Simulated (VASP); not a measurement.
# Si2Mo (I4/mmm) in VASP: further runs, part 3 of 3

VASP 6.6.1. The steps go on from the part before.

## Step 5: Single point, PBE

This run uses another cell than the first one, of 13.42 Å³/atom.

File INCAR:

```
SYSTEM = Si2Mo
ALGO = Normal ; EDIFF = 1E-6
ENCUT = 520 ; GGA = PE
ISIF = 2 ; ISMEAR = -1
LASPH = .True. ; LCHARG = .True.
LELF = .True. ; LREAL = .False.
LVHAR = .True. ; LWAVE = .False.
NBANDS = 18 ; NELM = 60
PREC = Accurate ; SIGMA = 0.05
```

File KPOINTS:

```
k-points
0
Gamma
  20 20 20
  0 0 0
```

File POSCAR:

```
Si2Mo
1.0
   -1.6000000000      1.6000000000      3.9305000000
    1.6000000000     -1.6000000000      3.9305000000
    1.6000000000      1.6000000000     -3.9305000000
Si Mo
2 1
Direct
    0.3349327296      0.3349327296      0.0000000000
    0.6650672704      0.6650672704      0.0000000000
    0.0000000000      0.0000000000      0.0000000000
```

Potentials or basis: VASP PAW PBE potentials, release 64 (Si, Mo_sv).

Run with:

```
$ cat potpaw_PBE.64/Si/POTCAR potpaw_PBE.64/Mo_sv/POTCAR > POTCAR
$ mpirun -np 1 vasp_std > vasp.out
```

OUTCAR:

```text
SYSTEM = Si2Mo
   EDIFF = 1E-6
   ENCUT = 520
   GGA = PE
   ISIF = 2
   ISMEAR = -1
   LASPH = .True.
   LREAL = .False.
   NELM = 60
   PREC = Accurate

 ion  position               nearest neighbor table
   1  0.335  0.335  0.000-   2 2.60   3 2.61   3 2.61   3 2.61   3 2.61   2 2.63   2 2.63   2 2.63
                             2 2.63   3 2.63
   2  0.665  0.665  0.000-   1 2.60   3 2.61   3 2.61   3 2.61   3 2.61   1 2.63   1 2.63   1 2.63
                             1 2.63   3 2.63
   3  0.000  0.000  0.000-   2 2.61   2 2.61   2 2.61   1 2.61   2 2.61   1 2.61   1 2.61   1 2.61
                             1 2.63   2 2.63

  LATTYP: Found a body centered tetragonal cell.
 ALAT       =     3.2000000000
 C/A-ratio  =     2.4565625000

  Lattice vectors:

 A1 = (  -1.6000000000,   1.6000000000,   3.9305000000)
 A2 = (   1.6000000000,  -1.6000000000,   3.9305000000)
 A3 = (   1.6000000000,   1.6000000000,  -3.9305000000)

Analysis of symmetry for initial positions (statically):
=====================================================================
 Subroutine PRICEL returns:
 Original cell was already a primitive cell.

 Routine SETGRP: Setting up the symmetry group for a
 body centered tetragonal supercell.

 Subroutine GETGRP returns: Found 16 space group operations
 (whereof 16 operations were pure point group operations)
 out of a pool of 16 trial point group operations.

The static configuration has the point symmetry D_4h.

Analysis of symmetry for dynamics (positions and initial velocities):
=====================================================================
 Subroutine PRICEL returns:
 Original cell was already a primitive cell.

 Routine SETGRP: Setting up the symmetry group for a
 body centered tetragonal supercell.

 Subroutine GETGRP returns: Found 16 space group operations
 (whereof 16 operations were pure point group operations)
 out of a pool of 16 trial point group operations.

The dynamic configuration has the point symmetry D_4h.

[... 114 lines left out ...]
   EFERMI =   0.00;   METHOD = LEGACY
   ISMEAR =    -1;   SIGMA  =   0.05  broadening in eV -4-tet -1-fermi 0-gaus
   EFERMI_NEDOS =   21; number of points for ismear=-14 and -15
   IALGO  =     38    algorithm
   IMIX   =      4    mixing-type and parameters
     AMIX     =   0.40;   BMIX     =  1.00
     AMIX_MAG =   1.60;   BMIX_MAG =  1.00
  volume/ion in A,a.u.               =      13.42        90.54
  Fermi-wavevector in a.u.,A,eV,Ry     =   1.338546  2.529484 24.377614  1.791704
  Thomas-Fermi vector in A             =   2.467007
   LORBIT       =      0    0 simple, 1 ext, 2 COOP (PROOUT), +10 PAW based schemes
   GGA     = PE    functional components
   LHFCALC =     F    Hartree Fock is set to
   AEXX    =    0.0000 exact exchange contribution
   IVDW    =     0    specifies the selected vdW correction
   LEPSILON=     F    determine dielectric tensor
   LRPA    =     F    only Hartree local field effects (RPA)
 non-spin polarized calculation
  energy-cutoff  :      520.00
  volume of cell :       40.25
 maximum number of plane-waves:      1108
 NGX is ok and might be reduce to    36
   NGX = 17   NGY = 17   NGZ = 17

 number of electron      22.0000000 magnetization

 Free energy of the ion-electron system (eV)
  ---------------------------------------------------
  ext. energy  EPLUGINS =         0.00000000
  ---------------------------------------------------
  free energy    TOTEN  =       -23.25795731 eV

  energy without entropy =      -23.25604143  energy(sigma->0) =      -23.25699937

 E-fermi :  12.2550     XC(G=0): -12.4267

 val. band max:       12.2526606781   @ k =  -0.4500   0.4500   0.3500
 cond. band min:      12.2772466699   @ k =   0.5000   0.5000   0.3000
 fundamental gap:      0.0245859918
 Fermi energy:        12.2550410004

 k-point     1 :       0.0000    0.0000    0.0000
  band No.  band energies     occupation
      1     -48.4652      2.00000
      2     -22.6184      2.00000
      3     -22.5382      2.00000
      4     -22.5382      2.00000
      5      -1.1662      2.00000
      6       5.8692      2.00000
[... 481 lines left out ...]
      5       0.8710      2.00000
      6       4.6869      2.00000
[... 10 lines left out ...]
     17      19.3190      0.00000
     18      20.9968      0.00000

 [... further k-points ...]
[... 5 lines left out ...]
  --------------------------------------------------------------------------------------
  -------------------------------------------------------------------------------------
  Total        0.7635078      0.7635078      0.4695881      0.0000000     -0.0000000     -0.0000000
  in kB       30.3931902     30.3931902     18.6930399      0.0000000     -0.0000000     -0.0000000
  external PRESSURE =      26.4931401 kB  Pullay stress =       0.0000000 kB

 VOLUME and BASIS-vectors are now :
 -----------------------------------------------------------------------------
  energy-cutoff  :      520.00
  volume of cell :       40.25
      direct lattice vectors                 reciprocal lattice vectors
    -1.600000000  1.600000000  3.930500000     0.000000000  0.312500000  0.127210279
     1.600000000 -1.600000000  3.930500000     0.312500000  0.000000000  0.127210279
     1.600000000  1.600000000 -3.930500000     0.312500000  0.312500000  0.000000000

 POSITION                                       TOTAL-FORCE (eV/Angst)
 -----------------------------------------------------------------------------------
      0.00000      0.00000      2.63291        -0.000000     -0.000000     -0.002262
      0.00000      0.00000      5.22809         0.000000      0.000000      0.002262
      0.00000      0.00000      0.00000        -0.000000     -0.000000     -0.000000
 -----------------------------------------------------------------------------------
    total drift:                                0.000000     -0.000000      0.000000

  FREE ENERGIE OF THE ION-ELECTRON SYSTEM (eV)
  ---------------------------------------------------
  free  energy   TOTEN  =       -23.2579573114 eV

  energy  without entropy=      -23.2560414258  energy(sigma->0) =      -23.25699937
```

OSZICAR:

```text
N       E                     dE             d eps       ncg     rms          rms(c)
DAV:   1     0.120897027797E+03    0.12090E+03   -0.11286E+04 23116   0.116E+03
DAV:   2    -0.210261044998E+02   -0.14192E+03   -0.13903E+03 27568   0.298E+02
DAV:   3    -0.241429120992E+02   -0.31168E+01   -0.30820E+01 28714   0.391E+01
DAV:   4    -0.241607133005E+02   -0.17801E-01   -0.17786E-01 27210   0.321E+00
DAV:   5    -0.241608328165E+02   -0.11952E-03   -0.11951E-03 27190   0.279E-01    0.215E+01
DAV:   6    -0.234182963734E+02    0.74254E+00   -0.57663E+00 24302   0.156E+01    0.470E+00
DAV:   7    -0.232930661611E+02    0.12523E+00   -0.88646E-01 24026   0.562E+00    0.447E+00
DAV:   8    -0.232587206788E+02    0.34345E-01   -0.99467E-02 24964   0.234E+00    0.454E-01
DAV:   9    -0.232580184564E+02    0.70222E-03   -0.19739E-03 27676   0.358E-01    0.250E-01
DAV:  10    -0.232579720267E+02    0.46430E-04   -0.52798E-04 25644   0.192E-01    0.531E-02
DAV:  11    -0.232579604100E+02    0.11617E-04   -0.16876E-04 25226   0.961E-02    0.401E-02
DAV:  12    -0.232579580072E+02    0.24029E-05   -0.25226E-05 24590   0.353E-02    0.900E-03
DAV:  13    -0.232579573114E+02    0.69577E-06   -0.14570E-06 14008   0.102E-02
   1 F= -.23257957E+02 E0= -.23256999E+02  d E =-.191589E-02
```

stdout:

```text
POSCAR found type information on POSCAR SiMo
 POSCAR found :  2 types and       3 ions
 scaLAPACK will be used
 LDA part: xc-table for (Slater+PW92), standard interpolation
 POSCAR, INCAR and KPOINTS ok, starting setup
 FFT: planning ... GRIDC
 FFT: planning ... GRID_SOFT
 FFT: planning ... GRID
 WAVECAR not read
 entering main loop
```

Wall time 12 min (1 thread of Oxide Virtual Turin-like, shared host); peak memory 0.52 GiB.

Results:

```
Free energy            : -23.2580 eV
Pressure               : 2.6 GPa
Band gap on the k mesh : zero (bands 11 and 12 overlap by 0.95 eV)
```

Forces in eV/Å, atoms in the order of the input:
```
Si   0.000  0.000 -0.002
Si   0.000  0.000  0.002
Mo   0.000  0.000  0.000
```

Stress tensor (GPa, compression positive):
```
3.04 0.00 0.00
0.00 3.04 0.00
0.00 0.00 1.87
```

Levels at points of the mesh, in eV from the Fermi level:
| k point | band 7 | band 8 | band 9 | band 10 | band 11 | band 12 | band 13 | band 14 | band 15 | band 16 |
| --- | --- | --- | --- | --- | --- | --- | --- | --- | --- | --- |
| (0.00, 0.00, 0.00) | -3.45 | -3.05 | -2.61 | -2.61 | 0.38 | 3.16 | 3.20 | 3.54 | 3.54 | 4.07 |
| (0.50, 0.00, 0.00) | -4.95 | -4.50 | -2.57 | -2.56 | -0.50 | 2.27 | 3.11 | 4.04 | 4.18 | 5.51 |
| (0.50, 0.50, 0.00) | -5.64 | -5.21 | -4.43 | -3.07 | -1.20 | 2.32 | 2.72 | 3.10 | 3.31 | 4.77 |
| (0.50, 0.50, 0.50) | -3.52 | -2.19 | -0.58 | -0.58 | -0.46 | -0.46 | 0.52 | 4.67 | 5.11 | 6.02 |

## Step 6: The runs side by side

| cell | gap on the mesh (eV) | pressure (GPa) | largest force (eV/Å) |
| --- | --- | --- | --- |
| a = 4.595 Å, angles 138.7, 138.7, 59.9°, 3 atoms, atomic positions A | none | -5.2 | 0.01 |
| a = 4.433 Å, angles 137.7, 137.7, 61.4°, 3 atoms, atomic positions B | none | 10.6 | 0.02 |
| a = 4.505 Å, angles 138.7, 138.7, 59.9°, 3 atoms, atomic positions C | none | 7.2 | 0.01 |
| a = 4.535 Å, angles 138.7, 138.7, 59.9°, 3 atoms, atomic positions D | none | 2.6 | - |

Alike in all rows: task single point; level PBE; potentials or basis VASP PAW PBE potentials, release 64 (Si, Mo_sv); no spin polarisation; k mesh 20 × 20 × 20; cutoff (eV) 520; smearing fermi-dirac 0.05 eV.

Caveats: the cell stands under tension (at least some runs); the stress differs along the axes, from 6 to 19 GPa (at least some runs); the cell stands under pressure (at least some runs).

Total energies depend on the potentials used, so only differences within one code and one set of settings carry meaning.

The gap in the log of VASP goes by the Fermi energy; the results here count the filled bands.